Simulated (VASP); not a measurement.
## Os: single point with PBEsol

Crystal: Os.

```
CELL_PARAMETERS angstrom
2.72482 0.00000 0.00000
-1.36241 2.35976 0.00000
0.00000 0.00000 4.30113
ATOMIC_POSITIONS crystal
Os 0.33333 0.66667 0.25000
Os 0.66667 0.33333 0.75000
```

```yaml
Program: VASP 6.6.1
Task: single point
Functional: PBEsol
Potentials_or_basis: VASP PAW PBE potentials, release 64 (Os)
Cutoff: 520 eV
k_mesh: 20 × 20 × 12
Occupations: fermi-dirac, width 0.05 eV
Spin: no spin polarisation
Dipole_correction: no
Further_INCAR_settings: ALGO = Normal; EDIFF = 1e-07; NBANDS = 15
```

```json
{
 "Pressure": "2.5 GPa",
 "Band gap on the k mesh": "zero (bands 8 and 9 overlap by 4.04 eV)"
}
```

Levels at points of the mesh, in eV from the Fermi level:
```csv
k point,band 6,band 7,band 8,band 9,band 10,band 11
"(0.00, 0.00, 0.00)",-2.30,-2.30,-1.64,-1.64,-0.03,1.69
"(0.50, 0.00, 0.00)",-2.65,-1.95,2.04,2.62,2.76,4.45
"(0.00, 0.00, 0.50)",-3.36,-3.36,-3.36,0.88,0.88,0.88
"(0.50, 0.00, 0.50)",-1.27,-0.22,-0.22,2.39,2.39,3.32
```

Run time: 2.3 min on 1 thread of Intel(R) Xeon(R) Platinum 8375C CPU @ 2.90GHz (Ice Lake), on a shared host, peak memory 0.23 GiB.

Caveat: the PAW data sets were made with another functional, which shifts forces and pressure a little; spin-orbit coupling is left out, which moves the levels of the heavy elements.
